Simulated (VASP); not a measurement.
MgSnO4:

```
CELL_PARAMETERS angstrom
0.00000 3.50348 3.50348
3.50348 0.00000 3.50348
3.50348 3.50348 0.00000
ATOMIC_POSITIONS crystal
Mg 0.00000 0.00000 0.00000
Sn 0.75000 0.75000 0.75000
O 0.87592 0.37469 0.37469
O 0.37469 0.37469 0.37469
O 0.37469 0.87592 0.37469
O 0.37469 0.37469 0.87592
```

The cell was built from a structure type or drawn by symmetry, and may not be a known phase.

- Program: VASP 6.6.1
- Task: relaxation of cell and atoms
- Functional: PBE
- Potentials or basis: VASP PAW PBE potentials, release 64 (Mg, Sn_d, O)
- Cutoff: 600 eV
- k mesh: 4 × 4 × 4
- Occupations: gaussian, width 0.1 eV
- Spin: no spin polarisation

At the start: pressure -14.3 GPa; volume 14.33 Å³/atom.

How do energy, volume and symmetry change on relaxing?

Over 5 steps the energy falls by 154.1 meV/atom and the volume is 11.51 Å³/atom (-19.7 %); space group F-43m (No. 216, to 0.1 Å) before and after.

Step by step:
```
step  energy change (eV)  largest force (eV/Å)  pressure (GPa)  volume (Å³)
   1              0.0000                0.2293          -14.29        86.01
   2             -0.9056                0.1950           -2.54        71.05
   3             -0.9207                0.1821           -0.05        69.35
   4             -0.9205                0.1795            0.44        69.04
   5             -0.9245                0.0352            0.42        69.05
```

Final structure:
```yaml
crystal:
  lattice:
    - [0.00000, 3.25617, 3.25617]
    - [3.25617, 0.00000, 3.25617]
    - [3.25617, 3.25617, 0.00000]
  atoms:
    - { symbol: Mg, position: [0.00000, 0.00000, 0.00000] }
    - { symbol: Sn, position: [0.75000, 0.75000, 0.75000] }
    - { symbol: O, position: [0.87032, 0.37656, 0.37656] }
    - { symbol: O, position: [0.37656, 0.37656, 0.37656] }
    - { symbol: O, position: [0.37656, 0.87032, 0.37656] }
    - { symbol: O, position: [0.37656, 0.37656, 0.87032] }
```

Caveat: the k points lie up to 0.42 Å⁻¹ apart in the final cell, too coarse for converged energies and pressures of a metal; the volume moved by over 15 % at a fixed basis, so the end points are rough.
